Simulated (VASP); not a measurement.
# V (P6_3/mmc) in VASP: notebook

V is run at these levels: PBEsol; tasks: single point.

All numbers are computed with VASP 6.6.1; they aren't measurements. Logs are shortened: lines on timing, memory, paths and dates and some standing lists are left out, and cuts for length are marked.

### 1 The cell of the first run

The structure is hexagonal, space group P6_3/mmc (No. 194). The conventional cell has a = 2.561 Å, b = 2.561 Å, c = 4.670 Å, α = 90.00°, β = 90.00°, γ = 120.00°. V (site symmetry -6m2) has 12 V at 2.56 to 2.76 Å within 3.4 Å.

This isn't the form of V at room conditions, which is bcc.

### 2 Single point, PBEsol, collinear spin, ferromagnetic start

File INCAR:

```
SYSTEM = V
ALGO     = Normal         ! electronic algorithm
EDIFF    = 1E-6           ! SCF threshold, eV
ENCUT    = 520            ! plane-wave cutoff, eV
GGA      = PS             ! functional
ISIF     = 2              ! what is computed and relaxed
ISMEAR   = 0              ! smearing method
ISPIN    = 2              ! spin polarisation
LASPH    = .TRUE.         ! aspherical terms in the spheres
LCHARG   = .TRUE.         ! write CHGCAR
LELF     = .TRUE.         ! ELF
LMAXMIX  = 4              ! l up to which the mixer works
LORBIT   = 11             ! projections on sites
LREAL    = .FALSE.        ! projectors in reciprocal space
LVHAR    = .TRUE.       
LWAVE    = .FALSE.        ! write WAVECAR
MAGMOM   = 1.21 1.21      ! initial moments
NBANDS   = 24             ! bands
NELM     = 150            ! most SCF steps
PREC     = Accurate       ! precision mode
SIGMA    = 0.1            ! smearing width, eV
```

File KPOINTS:

```
k-points
0
G
  6 6 4
  0 0 0
```

File POSCAR:

```
V
1.0
    2.5606983349      0.0000000000      0.0000000000
   -1.2803491675      2.2176298095      0.0000000000
    0.0000000000      0.0000000000      4.6703746553
V
2
Direct
    0.3333333333      0.6666666667      0.2500000000
    0.6666666667      0.3333333333      0.7500000000
```

Potentials or basis: VASP PAW PBE potentials, release 64 (V_sv).

Started as:

```bash
> cat potpaw_PBE.64/V_sv/POTCAR > POTCAR
> mpirun -np 1 vasp_std > vasp.out
```

OUTCAR:

```text
SYSTEM = V
   EDIFF = 1E-6
   ENCUT = 520
   GGA = PS
   ISIF = 2
   ISMEAR = 0
   ISPIN = 2
   LASPH = .TRUE.
   LORBIT = 11
   LREAL = .FALSE.
   NELM = 150
   PREC = Accurate

 ion  position               nearest neighbor table
   1  0.333  0.667  0.250-   2 2.76   2 2.76   2 2.76   2 2.76   2 2.76   2 2.76
   2  0.667  0.333  0.750-   1 2.76   1 2.76   1 2.76   1 2.76   1 2.76   1 2.76

  LATTYP: Found a hexagonal cell.
 ALAT       =     2.5606983349
 C/A-ratio  =     1.8238675722

  Lattice vectors:

 A1 = (   2.5606983349,   0.0000000000,   0.0000000000)
 A2 = (  -1.2803491675,   2.2176298095,   0.0000000000)
 A3 = (   0.0000000000,   0.0000000000,   4.6703746553)

Analysis of symmetry for initial positions (statically):
=====================================================================
 Subroutine PRICEL returns:
 Original cell was already a primitive cell.

 Routine SETGRP: Setting up the symmetry group for a
 hexagonal supercell.

 Subroutine GETGRP returns: Found 24 space group operations
 (whereof 12 operations were pure point group operations)
 out of a pool of 24 trial point group operations.

The static configuration has the point symmetry D_3d.
 The point group associated with its full space group is D_6h.

Analysis of symmetry for dynamics (positions and initial velocities):
=====================================================================
 Subroutine PRICEL returns:
 Original cell was already a primitive cell.

 Routine SETGRP: Setting up the symmetry group for a
 hexagonal supercell.

 Subroutine GETGRP returns: Found 24 space group operations
 (whereof 12 operations were pure point group operations)
 out of a pool of 24 trial point group operations.

The dynamic configuration has the point symmetry D_3d.
 The point group associated with its full space group is D_6h.

Analysis of structural, dynamic, and magnetic symmetry:
=====================================================================
 Subroutine PRICEL returns:
 Original cell was already a primitive cell.

 Routine SETGRP: Setting up the symmetry group for a
 hexagonal supercell.

 Subroutine GETGRP returns: Found 24 space group operations
 (whereof 12 operations were pure point group operations)
 out of a pool of 24 trial point group operations.

The overall configuration has the point symmetry D_3d.
 The point group associated with its full space group is D_6h.

 Subroutine INISYM returns: Found 24 space group operations
 (whereof 12 operations are pure point group operations),
 and found     1 'primitive' translations

----------------------------------------------------------------------------------------

                                     Primitive cell

  volume of cell :      26.5216

  direct lattice vectors                    reciprocal lattice vectors
     2.560698335  0.000000000  0.000000000     0.390518472  0.225465945  0.000000000
    -1.280349168  2.217629809  0.000000000     0.000000000  0.450931889  0.000000000
     0.000000000  0.000000000  4.670374655     0.000000000  0.000000000  0.214115585

  length of vectors
     2.560698335  2.560698335  4.670374655     0.450931889  0.450931889  0.214115585

  position of ions in fractional coordinates (direct lattice)
     0.333333333  0.666666667  0.250000000
     0.666666667  0.333333333  0.750000000

  ion indices of the primitive-cell ions
   primitive index   ion index
                 1           1
                 2           2

----------------------------------------------------------------------------------------

 KPOINTS: k-points

Automatic generation of k-mesh.
 Grid dimensions read from file:
 generate k-points for:    6    6    4

 Generating k-lattice:

  Cartesian coordinates                     Fractional coordinates (reciprocal lattice)
     0.065086412  0.037577657  0.000000000     0.166666667 -0.000000000  0.000000000
     0.000000000  0.075155315  0.000000000     0.000000000  0.166666667  0.000000000
     0.000000000  0.000000000  0.053528896     0.000000000  0.000000000  0.250000000

  Length of vectors
     0.075155315  0.075155315  0.053528896

  Shift w.r.t. Gamma in fractional coordinates (k-lattice)
     0.000000000  0.000000000  0.000000000

 Subroutine IBZKPT returns following result:
 ===========================================

 Found     21 irreducible k-points:

 Following reciprocal coordinates:
            Coordinates               Weight
  0.000000  0.000000  0.000000      1.000000
  0.166667 -0.000000  0.000000      6.000000
  0.333333 -0.000000  0.000000      6.000000
  0.500000 -0.000000  0.000000      3.000000
  0.166667  0.166667  0.000000      6.000000
  0.333333  0.166667  0.000000     12.000000
[... 13 lines left out ...]
  0.333333  0.166667  0.500000     12.000000
  0.333333  0.333333  0.500000      2.000000
   k-points           NKPTS =     21   k-points in BZ     NKDIM =     21   number of bands    NBANDS=     24
   number of dos      NEDOS =    301   number of ions     NIONS =      2
   total plane-waves  NPLWV =  14400
   dimension x,y,z NGX =    20 NGY =   20 NGZ =   36
   dimension x,y,z NGXF=    40 NGYF=   40 NGZF=   72
   ions per type =               2
   NGX,Y,Z   is equivalent  to a cutoff of  12.98, 12.98, 12.81 a.u.
   NGXF,Y,Z  is equivalent  to a cutoff of  25.97, 25.97, 25.63 a.u.
 SYSTEM =  V
   PREC   = accura    normal or accurate (medium, high low for compatibility)
   ISTART =      0    job   : 0-new  1-cont  2-samecut
   ICHARG =      2    charge: 1-file 2-atom 10-const
   ISPIN  =      2    spin polarized calculation?
   LNONCOLLINEAR =      F non collinear calculations
   LSORBIT =      F    spin-orbit coupling
   LASPH  =      T    aspherical Exc in radial PAW
   ENCUT  =  520.0 eV  38.22 Ry    6.18 a.u.   4.76  4.76  8.68*2*pi/ulx,y,z
   NELM   =    150;   NELMIN=  2; NELMDL= -5     # of ELM steps
   EDIFF  = 0.1E-05   stopping-criterion for ELM
   LREAL  =      F    real-space projection
   EDIFFG = 0.1E-04   stopping-criterion for IOM
   NSW    =      0    number of steps for IOM
   IBRION =     -1    ionic relax: 0-MD 1-quasi-New 2-CG
   NFREE  =      0    steps in history (QN), initial steepest desc. (CG)
   ISIF   =      2    stress and relaxation
   ISYM   =      2    0-nonsym 1-usesym 2-fastsym
   POTIM  = 0.5000    time-step for ionic-motion
   TEBEG  =    0.0;   TEEND  =   0.0 temperature during run
   PSTRESS=    0.0 pullay stress
   NELECT =      26.0000    total number of electrons
   NUPDOWN=      -1.0000    fix difference up-down
   EMIN   =  10.00;   EMAX   =-10.00  energy-range for DOS
   EFERMI =   0.00;   METHOD = LEGACY
   ISMEAR =     0;   SIGMA  =   0.10  broadening in eV -4-tet -1-fermi 0-gaus
   EFERMI_NEDOS =   21; number of points for ismear=-14 and -15
   IALGO  =     38    algorithm
   IMIX   =      4    mixing-type and parameters
     AMIX     =   0.40;   BMIX     =  1.00
     AMIX_MAG =   1.60;   BMIX_MAG =  1.00
  volume/ion in A,a.u.               =      13.26        89.49
  Fermi-wavevector in a.u.,A,eV,Ry     =   1.626296  3.073254 35.985208  2.644838
  Thomas-Fermi vector in A             =   2.719278
   LORBIT       =     11    0 simple, 1 ext, 2 COOP (PROOUT), +10 PAW based schemes
   GGA     = PS    functional components
   LHFCALC =     F    Hartree Fock is set to
   AEXX    =    0.0000 exact exchange contribution
   IVDW    =     0    specifies the selected vdW correction
   LEPSILON=     F    determine dielectric tensor
   LRPA    =     F    only Hartree local field effects (RPA)
 spin polarized calculation
 Gauss-broadening in eV      SIGMA  =   0.10
  energy-cutoff  :      520.00
  volume of cell :       26.52
 maximum number of plane-waves:       726
 NGX is ok and might be reduce to    20
   NGX =  9   NGY =  9   NGZ = 17

 number of electron      26.0000012 magnetization       0.0047413

 Free energy of the ion-electron system (eV)
  ---------------------------------------------------
  ext. energy  EPLUGINS =         0.00000000
  ---------------------------------------------------
  free energy    TOTEN  =       -18.71763457 eV

  energy without entropy =      -18.69850052  energy(sigma->0) =      -18.70806755

 E-fermi :  10.1635     XC(G=0): -13.1214

 val. band max:       10.1041502314   @ k =   0.3333  -0.0000   0.0000
 cond. band min:      10.1817733932   @ k =   0.3333   0.1667   0.5000
 fundamental gap:      0.0776231618
 Fermi energy:        10.1635025307

 spin component 1

 k-point     1 :       0.0000    0.0000    0.0000
  band No.  band energies     occupation
      1     -53.5903      1.00000
      2     -53.4617      1.00000
      3     -27.8559      1.00000
      4     -27.1204      1.00000
      5     -26.9345      1.00000
      6     -26.9345      1.00000
[... 16 lines left out ...]
     23      28.6546      0.00000
     24      30.9129      0.00000
[... 516 lines left out ...]
      1     -53.2999      1.00000
      2     -53.2999      1.00000
      3     -27.6896      1.00000
      4     -27.6896      1.00000
      5     -27.6018      1.00000
      6     -27.6018      1.00000
[... 16 lines left out ...]
     23      21.9983      0.00000
     24      21.9983      0.00000
 Fermi energy:        10.1635025307

 spin component 2

 k-point     1 :       0.0000    0.0000    0.0000
  band No.  band energies     occupation
      1     -53.5887      1.00000
      2     -53.4601      1.00000
      3     -27.8540      1.00000
      4     -27.1186      1.00000
      5     -26.9331      1.00000
      6     -26.9331      1.00000
[... 16 lines left out ...]
     23      28.6565      0.00000
     24      30.9150      0.00000
[... 517 lines left out ...]
      2     -53.2983      1.00000
      3     -27.6881      1.00000
      4     -27.6881      1.00000
      5     -27.6004      1.00000
      6     -27.6004      1.00000
[... 16 lines left out ...]
     23      22.0000      0.00000
     24      22.0000      0.00000

------------------------ aborting loop because EDIFF is reached ----------------------------------------

  FORCE on cell =-STRESS in cart. coord.  units (eV):
  Direction    XX          YY          ZZ          XY          YZ          ZX
  --------------------------------------------------------------------------------------
  -------------------------------------------------------------------------------------
  Total        0.0309844      0.0309844      0.0509483     -0.0000000      0.0000000     -0.0000000
  in kB        1.8717789      1.8717789      3.0778021     -0.0000000      0.0000000     -0.0000000
  external PRESSURE =       2.2737866 kB  Pullay stress =       0.0000000 kB

 VOLUME and BASIS-vectors are now :
 -----------------------------------------------------------------------------
  energy-cutoff  :      520.00
  volume of cell :       26.52
      direct lattice vectors                 reciprocal lattice vectors
     2.560698335  0.000000000  0.000000000     0.390518472  0.225465945  0.000000000
    -1.280349168  2.217629809  0.000000000     0.000000000  0.450931889  0.000000000
     0.000000000  0.000000000  4.670374655     0.000000000  0.000000000  0.214115585

 POSITION                                       TOTAL-FORCE (eV/Angst)
 -----------------------------------------------------------------------------------
     -0.00000      1.47842      1.16759         0.000000     -0.000000      0.000000
      1.28035      0.73921      3.50278        -0.000000      0.000000      0.000000
 -----------------------------------------------------------------------------------
    total drift:                               -0.000000      0.000000     -0.000000

  FREE ENERGIE OF THE ION-ELECTRON SYSTEM (eV)
  ---------------------------------------------------
  free  energy   TOTEN  =       -18.7176345749 eV

  energy  without entropy=      -18.6985005236  energy(sigma->0) =      -18.70806755

 total charge

# of ion       s       p       d       tot
------------------------------------------
    1        2.357   6.219   3.143  11.719
    2        2.357   6.219   3.143  11.719
--------------------------------------------------
tot          4.714  12.438   6.286  23.438

 magnetization (x)

# of ion       s       p       d       tot
------------------------------------------
    1        0.000   0.000   0.001   0.001
    2        0.000   0.000   0.001   0.001
--------------------------------------------------
tot          0.000   0.000   0.002   0.003
```

Wall time 30 s (1 thread of Intel Xeon 8259CL, shared host); peak memory 0.16 GiB.

What came out:

* Free energy: -18.7176 eV
* Pressure: 0.2 GPa
* Band gap on the k mesh: zero (filled and empty bands overlap)
* Net moment: 0.00 μB per cell
* Valence electrons inside the program's atomic spheres: V 11.72

Caveat: the k points lie up to 0.47 Å⁻¹ apart, too coarse for converged energies and pressures of a metal; the PAW data sets were made with another functional, which shifts forces and pressure a little.

### 3 Single point, PBEsol

This run uses another cell than the first one, of 13.32 Å³/atom.

File INCAR:

```
ALGO = Normal ; EDIFF = 1E-6
ENCUT = 520 ; GGA = PS
ISIF = 2 ; ISMEAR = 0
LASPH = True ; LCHARG = False
LREAL = False ; LWAVE = False
NBANDS = 20 ; NELM = 100
PREC = Accurate ; SIGMA = 0.1
```

File KPOINTS:

```
k-points
0
Gamma
  18 18 10
```

File POSCAR:

```
V
1.0
    2.5735848158      0.0000000000      0.0000000000
   -1.2867924079      2.2287898293      0.0000000000
    0.0000000000      0.0000000000      4.6429268275
V
2
Direct
    0.3333333333      0.6666666667      0.2500000000
    0.6666666667      0.3333333333      0.7500000000
```

Potentials or basis: VASP PAW PBE potentials, release 64 (V_sv).

Started as:

```bash
> cat potpaw_PBE.64/V_sv/POTCAR > POTCAR
> mpirun -np 1 vasp_std > vasp.out
```

It took 74 s on 1 thread of Intel Xeon 8259CL, shared host; peak memory 0.21 GiB.

Results (log left out):

* Free energy: -18.7416 eV
* Pressure: 0.1 GPa
* Band gap on the k mesh: zero (bands 13 and 14 overlap by 2.32 eV)

Levels at points of the mesh, in eV from the Fermi level:
```tsv
k point	band 10	band 11	band 12	band 13	band 14	band 15	band 16	band 17
(0.00, 0.00, 0.00)	-3.54	-0.59	-0.12	0.32	0.32	0.66	0.66	1.88
(0.50, 0.00, 0.00)	-2.96	-2.88	-0.38	-0.16	0.34	0.59	3.12	3.69
(0.00, 0.00, 0.50)	-5.13	-1.05	-1.05	0.36	0.36	0.36	0.36	2.61
(0.50, 0.00, 0.50)	-3.42	-1.90	-1.90	1.70	1.70	1.73	1.73	3.76
```

Caveat: the PAW data sets were made with another functional, which shifts forces and pressure a little.
